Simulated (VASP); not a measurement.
The system is Cd3N2.

```
Cd N
1.0
    -2.22930    2.22930    5.39294
     2.22930   -2.22930    5.39294
     2.22930    2.22930   -5.39294
Cd N
3 2
Direct
  0.17022 0.17022 0.00000
  0.82978 0.82978 0.00000
  0.50000 0.50000 0.00000
  0.75000 0.25000 0.50000
  0.25000 0.75000 0.50000
```

| Quantity | Value |
| --- | --- |
| Program | VASP 6.6.1 |
| Task | relaxation of cell and atoms |
| Functional | PBE |
| Potentials or basis | VASP PAW PBE potentials, release 64 (Cd, N) |
| Cutoff | 600 eV |
| k mesh | 4 × 4 × 4 |
| Occupations | gaussian, width 0.15 eV |
| Spin | no spin polarisation |

At the start: pressure -8.3 GPa; volume 21.44 Å³/atom.

Q: Where does the relaxation end?

A: Over 7 steps the energy falls by 123.0 meV/atom and the volume is 18.08 Å³/atom (-15.7 %); space group I4/mmm (No. 139, to 0.05 Å).

Step by step:
```
step  energy change (eV)  largest force (eV/Å)  pressure (GPa)  volume (Å³)
   1              0.0000                1.2030           -8.35       107.21
   2             -0.5083                0.0621            1.85        90.78
   3             -0.5200                0.2387            0.06        92.60
   4             -0.5538                0.1771            0.04        92.16
   5             -0.6032                0.0490            0.11        91.07
   6             -0.5632                0.3753            0.68        88.50
   7             -0.6149                0.0228            0.11        90.40
```

Final structure:
```
Cd N
1.0
    -2.16459    2.16459    4.82327
     2.16459   -2.16459    4.82327
     2.16459    2.16459   -4.82327
Cd N
3 2
Direct
  0.18058 0.18058 0.00000
  0.81942 0.81942 0.00000
  0.50000 0.50000 0.00000
  0.75000 0.25000 0.50000
  0.25000 0.75000 0.50000
```

Caveat: the k points lie up to 0.51 Å⁻¹ apart in the final cell; the volume moved by over 15 % at a fixed basis, so the end points are rough; the relaxation stopped at a loose force limit of 0.08 eV/Å, so its end isn't a converged minimum.
